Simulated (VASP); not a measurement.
# NbTe (P-6m2) in VASP: a series of runs

The runs below take NbTe through single point, with LDA+U.

Everything below comes from runs of VASP 6.6.1. Logs are shortened: lines on timing, memory, paths and dates and some standing lists are left out, and cuts for length are marked.

## 1. The cell of the first run

The structure is hexagonal, space group P-6m2 (No. 187). The conventional cell has a = 3.703 Å, b = 3.703 Å, c = 3.694 Å, α = 90.00°, β = 90.00°, γ = 120.00°. Te (site symmetry -6m2) has 6 Nb at 2.83 Å and 2 Te at 3.69 Å within 3.7 Å. Nb (site symmetry -6m2) has 6 Te at 2.83 Å and 2 Nb at 3.69 Å within 3.7 Å.

## 2. Single point, LDA+U

Input file INCAR:

```
PREC     = Accurate       # precision mode
ENCUT    = 520            # plane-wave cutoff, eV
EDIFF    = 1E-7           # SCF threshold, eV
ISMEAR   = -1             # smearing method
SIGMA    = 0.05           # smearing width, eV
LREAL    = False          # projectors in reciprocal space
LASPH    = True           # aspherical terms in the spheres
NELM     = 150            # most SCF steps
ALGO     = Normal         # electronic algorithm
ISIF     = 2              # what is computed and relaxed
LWAVE    = False          # write WAVECAR
LCHARG   = False          # write CHGCAR
LMAXMIX  = 4              # l up to which the mixer works
LDAU     = True           # DFT+U
LDAUTYPE = 2            
LDAUL    = -1 2           # shell
LDAUU    = 0 1            # U, eV
LDAUJ    = 0 0          
LDAUPRINT= 1            
NBANDS   = 16             # bands
```

Input file KPOINTS:

```
Automatic mesh
0
Gamma
  8 8 7
```

Input file POSCAR:

```
NbTe
1.0
    3.7029743866      0.0000000000      0.0000000000
   -1.8514871933      3.2068698884      0.0000000000
    0.0000000000      0.0000000000      3.6942110000
Te Nb
1 1
Direct
    0.6666666667      0.3333333333      0.0000000000
    0.0000000000      0.0000000000      0.5000000000
```

Potentials or basis: VASP PAW LDA potentials, release 64 (Te, Nb_sv).

Command:

```sh
> cat potpaw_LDA.64/Te/POTCAR potpaw_LDA.64/Nb_sv/POTCAR > POTCAR
> mpirun -np 1 vasp_std > vasp.out
```

OUTCAR:

```text
PREC = Accurate
   ENCUT = 520
   EDIFF = 1E-7
   ISMEAR = -1
   LREAL = False
   LASPH = True
   NELM = 150
   ISIF = 2

 ion  position               nearest neighbor table
   1  0.667  0.333  0.000-   2 2.83   2 2.83   2 2.83   2 2.83   2 2.83   2 2.83
   2  0.000  0.000  0.500-   1 2.83   1 2.83   1 2.83   1 2.83   1 2.83   1 2.83

  LATTYP: Found a hexagonal cell.
 ALAT       =     3.7029743866
 C/A-ratio  =     0.9976334196

  Lattice vectors:

 A1 = (   3.7029743866,   0.0000000000,   0.0000000000)
 A2 = (  -1.8514871933,   3.2068698884,   0.0000000000)
 A3 = (   0.0000000000,   0.0000000000,   3.6942110000)

Analysis of symmetry for initial positions (statically):
=====================================================================
 Subroutine PRICEL returns:
 Original cell was already a primitive cell.

 Routine SETGRP: Setting up the symmetry group for a
 hexagonal supercell.

 Subroutine GETGRP returns: Found 12 space group operations
 (whereof 12 operations were pure point group operations)
 out of a pool of 24 trial point group operations.

The static configuration has the point symmetry D_3h.

Analysis of symmetry for dynamics (positions and initial velocities):
=====================================================================
 Subroutine PRICEL returns:
 Original cell was already a primitive cell.

 Routine SETGRP: Setting up the symmetry group for a
 hexagonal supercell.

 Subroutine GETGRP returns: Found 12 space group operations
 (whereof 12 operations were pure point group operations)
 out of a pool of 24 trial point group operations.

The dynamic configuration has the point symmetry D_3h.

 Subroutine INISYM returns: Found 12 space group operations
 (whereof 12 operations are pure point group operations),
 and found     1 'primitive' translations

----------------------------------------------------------------------------------------

                                     Primitive cell

  volume of cell :      43.8686

  direct lattice vectors                    reciprocal lattice vectors
     3.702974387  0.000000000  0.000000000     0.270053178  0.155915275  0.000000000
    -1.851487193  3.206869888  0.000000000     0.000000000  0.311830550  0.000000000
     0.000000000  0.000000000  3.694211000     0.000000000  0.000000000  0.270693796

  length of vectors
     3.702974387  3.702974387  3.694211000     0.311830550  0.311830550  0.270693796

  position of ions in fractional coordinates (direct lattice)
     0.666666667  0.333333333  0.000000000
     0.000000000  0.000000000  0.500000000

  ion indices of the primitive-cell ions
   primitive index   ion index
                 1           1
                 2           2

----------------------------------------------------------------------------------------

 KPOINTS: Automatic mesh

Automatic generation of k-mesh.
 Grid dimensions read from file:
 generate k-points for:    8    8    7

 Generating k-lattice:

  Cartesian coordinates                     Fractional coordinates (reciprocal lattice)
     0.033756647  0.019489409  0.000000000     0.125000000  0.000000000  0.000000000
     0.000000000  0.038978819  0.000000000     0.000000000  0.125000000  0.000000000
     0.000000000  0.000000000  0.038670542     0.000000000  0.000000000  0.142857143

  Length of vectors
     0.038978819  0.038978819  0.038670542

  Shift w.r.t. Gamma in fractional coordinates (k-lattice)
     0.000000000  0.000000000  0.000000000

 Subroutine IBZKPT returns following result:
 ===========================================

 Found     40 irreducible k-points:

 Following reciprocal coordinates:
            Coordinates               Weight
  0.000000  0.000000  0.000000      1.000000
  0.125000 -0.000000  0.000000      6.000000
  0.250000 -0.000000  0.000000      6.000000
  0.375000  0.000000  0.000000      6.000000
  0.500000 -0.000000  0.000000      3.000000
  0.125000  0.125000  0.000000      6.000000
[... 16 lines left out ...]
  0.250000 -0.000000  0.285714     12.000000
  0.375000  0.000000  0.285714     12.000000
 [... further k-points ...]
   k-points           NKPTS =     40   k-points in BZ     NKDIM =     40   number of bands    NBANDS=     16
   number of dos      NEDOS =    301   number of ions     NIONS =      2
   total plane-waves  NPLWV =  21952
   dimension x,y,z NGX =    28 NGY =   28 NGZ =   28
   dimension x,y,z NGXF=    56 NGYF=   56 NGZF=   56
   ions per type =               1   1
   NGX,Y,Z   is equivalent  to a cutoff of  12.57, 12.57, 12.60 a.u.
   NGXF,Y,Z  is equivalent  to a cutoff of  25.14, 25.14, 25.20 a.u.
 SYSTEM =  unknown system
   PREC   = accura    normal or accurate (medium, high low for compatibility)
   ISTART =      0    job   : 0-new  1-cont  2-samecut
   ICHARG =      2    charge: 1-file 2-atom 10-const
   ISPIN  =      1    spin polarized calculation?
   LNONCOLLINEAR =      F non collinear calculations
   LSORBIT =      F    spin-orbit coupling
   LASPH  =      T    aspherical Exc in radial PAW
   ENCUT  =  520.0 eV  38.22 Ry    6.18 a.u.   6.89  6.89  6.87*2*pi/ulx,y,z
   NELM   =    150;   NELMIN=  2; NELMDL= -5     # of ELM steps
   EDIFF  = 0.1E-06   stopping-criterion for ELM
   LREAL  =      F    real-space projection
   EDIFFG = 0.1E-05   stopping-criterion for IOM
   NSW    =      0    number of steps for IOM
   IBRION =     -1    ionic relax: 0-MD 1-quasi-New 2-CG
   NFREE  =      0    steps in history (QN), initial steepest desc. (CG)
   ISIF   =      2    stress and relaxation
   ISYM   =      2    0-nonsym 1-usesym 2-fastsym
   POTIM  = 0.5000    time-step for ionic-motion
   TEBEG  =    0.0;   TEEND  =   0.0 temperature during run
   PSTRESS=    0.0 pullay stress
   NELECT =      19.0000    total number of electrons
   NUPDOWN=      -1.0000    fix difference up-down
   EMIN   =  10.00;   EMAX   =-10.00  energy-range for DOS
   EFERMI =   0.00;   METHOD = LEGACY
   ISMEAR =    -1;   SIGMA  =   0.05  broadening in eV -4-tet -1-fermi 0-gaus
   EFERMI_NEDOS =   21; number of points for ismear=-14 and -15
   IALGO  =     38    algorithm
   IMIX   =      4    mixing-type and parameters
     AMIX     =   0.40;   BMIX     =  1.00
     AMIX_MAG =   1.60;   BMIX_MAG =  1.00
  volume/ion in A,a.u.               =      21.93       148.02
  Fermi-wavevector in a.u.,A,eV,Ry     =   1.238630  2.340671 20.874103  1.534203
  Thomas-Fermi vector in A             =   2.373147
   LORBIT       =      0    0 simple, 1 ext, 2 COOP (PROOUT), +10 PAW based schemes
 LDA+U is selected, type is set to LDAUTYPE =  2
   angular momentum for each species LDAUL =    -1    2
   U (eV)           for each species LDAUU =   0.0  1.0
   J (eV)           for each species LDAUJ =   0.0  0.0
   GGA     = CA    functional components
   LHFCALC =     F    Hartree Fock is set to
   AEXX    =    0.0000 exact exchange contribution
   IVDW    =     0    specifies the selected vdW correction
   LEPSILON=     F    determine dielectric tensor
   LRPA    =     F    only Hartree local field effects (RPA)
 non-spin polarized calculation
  energy-cutoff  :      520.00
  volume of cell :       43.87
 maximum number of plane-waves:      1190
 NGX is ok and might be reduce to    28
   NGX = 13   NGY = 13   NGZ = 13

atom =   2  type =  2  l = 2

 onsite density matrix

spin component  1

  0.2595 -0.0000 -0.0000  0.0000  0.0000
 -0.0000  0.2694  0.0000  0.0000 -0.0000
 -0.0000  0.0000  0.2120  0.0000  0.0000
  0.0000  0.0000  0.0000  0.2694 -0.0000
  0.0000 -0.0000  0.0000 -0.0000  0.2595

spin component  2

  0.2595 -0.0000 -0.0000  0.0000  0.0000
 -0.0000  0.2694  0.0000  0.0000 -0.0000
 -0.0000  0.0000  0.2120  0.0000  0.0000
  0.0000  0.0000  0.0000  0.2694 -0.0000
  0.0000 -0.0000  0.0000 -0.0000  0.2595

 occupancies and eigenvectors

  o =  0.2120  v =  0.0000  0.0000 -1.0000 -0.0000  0.0000  0.0000  0.0000  0.0000  0.0000  0.0000      0.0000  0.0000  0.0000  0.0000  0.0000  0.0000  0.0000  0.0000  0.0000  0.0000
  o =  0.2120  v =  0.0000  0.0000  0.0000  0.0000  0.0000  0.0000  0.0000 -1.0000 -0.0000  0.0000      0.0000  0.0000  0.0000  0.0000  0.0000  0.0000  0.0000  0.0000  0.0000  0.0000
  o =  0.2595  v =  0.0000  0.0000 -0.0000 -0.0000 -1.0000  0.0000  0.0000  0.0000  0.0000  0.0000      0.0000  0.0000  0.0000  0.0000  0.0000  0.0000  0.0000  0.0000  0.0000  0.0000
  o =  0.2595  v =  0.0000  0.0000  0.0000  0.0000  0.0000  1.0000  0.0000  0.0000  0.0000  0.0000      0.0000  0.0000  0.0000  0.0000  0.0000  0.0000  0.0000  0.0000  0.0000  0.0000
  o =  0.2595  v =  1.0000  0.0000  0.0000  0.0000  0.0000  0.0000  0.0000  0.0000  0.0000  0.0000      0.0000  0.0000  0.0000  0.0000  0.0000  0.0000  0.0000  0.0000  0.0000  0.0000
  o =  0.2595  v =  0.0000  0.0000  0.0000  0.0000  0.0000  0.0000  0.0000 -0.0000 -0.0000 -1.0000      0.0000  0.0000  0.0000  0.0000  0.0000  0.0000  0.0000  0.0000  0.0000  0.0000
  o =  0.2694  v =  0.0000 -0.0000  0.0000 -1.0000  0.0000  0.0000  0.0000  0.0000  0.0000  0.0000      0.0000  0.0000  0.0000  0.0000  0.0000  0.0000  0.0000  0.0000  0.0000  0.0000
  o =  0.2694  v =  0.0000  0.0000  0.0000  0.0000  0.0000  0.0000 -0.0000  0.0000 -1.0000  0.0000      0.0000  0.0000  0.0000  0.0000  0.0000  0.0000  0.0000  0.0000  0.0000  0.0000
  o =  0.2694  v =  0.0000  0.0000  0.0000  0.0000  0.0000  0.0000 -1.0000 -0.0000  0.0000 -0.0000      0.0000  0.0000  0.0000  0.0000  0.0000  0.0000  0.0000  0.0000  0.0000  0.0000
  o =  0.2694  v =  0.0000 -1.0000 -0.0000  0.0000 -0.0000  0.0000  0.0000  0.0000  0.0000  0.0000      0.0000  0.0000  0.0000  0.0000  0.0000  0.0000  0.0000  0.0000  0.0000  0.0000

 number of electron      18.9999998 magnetization

 Free energy of the ion-electron system (eV)
  ---------------------------------------------------
  ext. energy  EPLUGINS =         0.00000000
  ---------------------------------------------------
  free energy    TOTEN  =       -14.50581899 eV

  energy without entropy =      -14.49420856  energy(sigma->0) =      -14.50001377

 E-fermi :  10.9740     XC(G=0): -11.4551

 val. band max:       10.9365657006   @ k =   0.2500  -0.0000   0.0000
 cond. band min:      10.9811357064   @ k =   0.1250  -0.0000   0.2857
 fundamental gap:      0.0445700057
 Fermi energy:        10.9740197838

 k-point     1 :       0.0000    0.0000    0.0000
  band No.  band energies     occupation
      1     -44.5190      2.00000
      2     -20.8693      2.00000
      3     -20.6696      2.00000
      4     -20.6696      2.00000
      5      -3.3483      2.00000
      6       7.7900      2.00000
[... 8 lines left out ...]
     15      16.8222      0.00000
     16      17.9205      0.00000
[... 419 lines left out ...]
 k-point    24 :       0.3750    0.0000    0.2857
  band No.  band energies     occupation
      1     -44.5082      2.00000
      2     -20.9121      2.00000
      3     -20.7723      2.00000
      4     -20.6884      2.00000
      5      -1.6849      2.00000
      6       4.6979      2.00000
[... 8 lines left out ...]
     15      17.2091      0.00000
     16      19.4887      0.00000

 [... further k-points ...]
[... 5 lines left out ...]
  --------------------------------------------------------------------------------------
  -------------------------------------------------------------------------------------
  Total       -1.8047245     -1.8047245     -1.8951716      0.0000000      0.0000000      0.0000000
  in kB      -65.9124950    -65.9124950    -69.2158220      0.0000000      0.0000000      0.0000000
  external PRESSURE =     -67.0136040 kB  Pullay stress =       0.0000000 kB

 VOLUME and BASIS-vectors are now :
 -----------------------------------------------------------------------------
  energy-cutoff  :      520.00
  volume of cell :       43.87
      direct lattice vectors                 reciprocal lattice vectors
     3.702974387  0.000000000  0.000000000     0.270053178  0.155915275  0.000000000
    -1.851487193  3.206869888  0.000000000     0.000000000  0.311830550  0.000000000
     0.000000000  0.000000000  3.694211000     0.000000000  0.000000000  0.270693796

 POSITION                                       TOTAL-FORCE (eV/Angst)
 -----------------------------------------------------------------------------------
      1.85149      1.06896      0.00000        -0.000000      0.000000      0.000000
      0.00000      0.00000      1.84711         0.000000     -0.000000      0.000000
 -----------------------------------------------------------------------------------
    total drift:                               -0.000000      0.000000      0.000000

  FREE ENERGIE OF THE ION-ELECTRON SYSTEM (eV)
  ---------------------------------------------------
  free  energy   TOTEN  =       -14.5058189915 eV

  energy  without entropy=      -14.4942085584  energy(sigma->0) =      -14.50001377
```

It took 21 s on 1 thread of Intel Xeon Platinum 8488C (Sapphire Rapids), shared host; peak memory 0.16 GiB.

Results:

| Property | Result |
| --- | --- |
| Free energy | -14.5058 eV |
| Pressure | -6.7 GPa |

Stress tensor (GPa, compression positive):
```
-6.59  0.00  0.00
 0.00 -6.59  0.00
 0.00  0.00 -6.92
```

Eigenvalues of the final occupation matrices:
| site | spin | trace | eigenvalues |
| --- | --- | --- | --- |
| site 2 d | 1 | 1.27 | 0.21 0.26 0.26 0.27 0.27 |
| site 2 d | 2 | 1.27 | 0.21 0.26 0.26 0.27 0.27 |

Caveat: spin-orbit coupling is left out, which moves the levels of the heavy elements; U without spin polarisation on a metal has little footing; the U is typed as a test and isn't derived for this compound.

## 3. Single point, LDA+U

Input file INCAR:

```
SYSTEM = NbTe
  PREC = Accurate
  ENCUT = 520
  EDIFF = 1E-7
  ISMEAR = -1
  SIGMA = 0.05
  LREAL = .False.
  LASPH = .True.
  NELM = 150
  ALGO = Normal
  ISIF = 2
  LWAVE = .False.
  LCHARG = .False.
  LMAXMIX = 4
  LDAU = .True.
  LDAUTYPE = 2
  LDAUL = -1 2
  LDAUU = 0 2
  LDAUJ = 0 0
  LDAUPRINT = 1
  GGA = CA
  NBANDS = 16
```

Input file KPOINTS:

```
Automatic mesh
0
Gamma
  8 8 7
  0 0 0
```

POSCAR is that of step 2.

Potentials or basis: VASP PAW LDA potentials, release 64 (Te, Nb_sv).

Command:

```sh
> cat potpaw_LDA.64/Te/POTCAR potpaw_LDA.64/Nb_sv/POTCAR > POTCAR
> mpirun -np 1 vasp_std > vasp.out
```

Wall time 26 s (1 thread of Intel Xeon Platinum 8488C (Sapphire Rapids), shared host); peak memory 0.15 GiB.

Results (log left out):

```
Free energy : -13.5716 eV
Pressure    : -5.9 GPa
```

Stress tensor (GPa, compression positive):
```
-5.89  0.00  0.00
 0.00 -5.89  0.00
 0.00  0.00 -5.79
```

Levels at points of the mesh, in eV from the Fermi level:
| k point | band 6 | band 7 | band 8 | band 9 | band 10 | band 11 | band 12 | band 13 | band 14 | band 15 |
| --- | --- | --- | --- | --- | --- | --- | --- | --- | --- | --- |
| (0.00, 0.00, 0.00) | -3.22 | -3.22 | -3.00 | -2.48 | 0.14 | 0.14 | 2.36 | 2.36 | 2.63 | 5.78 |
| (0.50, 0.00, 0.00) | -7.32 | -3.90 | -2.72 | -2.65 | -0.19 | 1.25 | 1.51 | 2.93 | 3.64 | 5.54 |

Eigenvalues of the final occupation matrices:
```csv
site,spin,trace,eigenvalues
site 2 d,1,1.23,0.20 0.25 0.25 0.26 0.26
site 2 d,2,1.23,0.20 0.25 0.25 0.26 0.26
```

Caveat: spin-orbit coupling is left out, which moves the levels of the heavy elements; U without spin polarisation on a metal has little footing; the U is typed as a test and isn't derived for this compound.
